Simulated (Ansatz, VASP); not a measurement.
**CaO in VASP and in Ansatz**

File INCAR:

```
SYSTEM = CaO
  ALGO = Normal
  EDIFF = 1E-6
  ENCUT = 520
  GGA = PE
  ISIF = 2
  ISMEAR = 0
  LASPH = .True.
  LCHARG = .False.
  LREAL = .False.
  LWAVE = .False.
  NBANDS = 24
  NELM = 60
  PREC = Accurate
  SIGMA = 0.05
```

Contents of KPOINTS:

```
k-points
0
Gamma
  9 9 6
  0 0 0
```

POSCAR

```
CaO
1.0
    4.1117350992      0.0000000000      0.0000000000
   -2.0558675496      3.5608670496      0.0000000000
    0.0000000000      0.0000000000      4.7130674098
Ca O
2 2
Direct
    0.3333333333      0.6666666667      0.7500000000
    0.6666666667      0.3333333333      0.2500000000
    0.3333333333      0.6666666667      0.2500000000
    0.6666666667      0.3333333333      0.7500000000
```

Input for Ansatz:

```yaml
crystal:
  lattice:
    - [4.1117350992, 0.0, 0.0]
    - [-2.0558675496, 3.5608670496, 0.0]
    - [0.0, 0.0, 4.7130674098]
  atoms:
    - { symbol: Ca, position: [0.3333333333, 0.6666666667, 0.75] }
    - { symbol: Ca, position: [0.6666666667, 0.3333333333, 0.25] }
    - { symbol: O, position: [0.3333333333, 0.6666666667, 0.25] }
    - { symbol: O, position: [0.6666666667, 0.3333333333, 0.75] }
basis:
  ecutwfc: 420
kpoints:
  mp_grid: { grid: [9, 9, 6] }
hamiltonian:
  xc: pbe
scf:
  occupations: { method: gaussian, width: 0.05 }
output:
  forces: true
  stress: true
  eigenvalues: true
```

Change from the starting cell: strain +0.030 along x and y, -0.015 along z, atoms carried along.

Alike in both runs: task single point; functional PBE; k mesh 9 × 9 × 6; occupations gaussian, width 0.05 eV; no spin polarisation.

```csv
,VASP,Ansatz
version,VASP 6.6.1,Ansatz 0.2.0
potentials or method,"VASP PAW PBE potentials, release 64 (Ca_sv, O), cutoff 520 eV","scalar-relativistic, plane waves, PAW"
valence electrons in the cell,32,32
```

VASP gave:

| Quantity | Value |
| --- | --- |
| gap on the k mesh at the Fermi level (eV) | 2.88 |
| least direct gap on the mesh (eV) | 2.88 |
| pressure (GPa) | -1.6 |
| traceless stress, the component that is largest in VASP (GPa) | 3.44 |

Question: Which values does Ansatz return?

Answer: gap on the k mesh at the Fermi level (eV): 2.89; least direct gap on the mesh (eV): 2.89; pressure (GPa): -2.0; traceless stress, the component that is largest in VASP (GPa): 3.27.
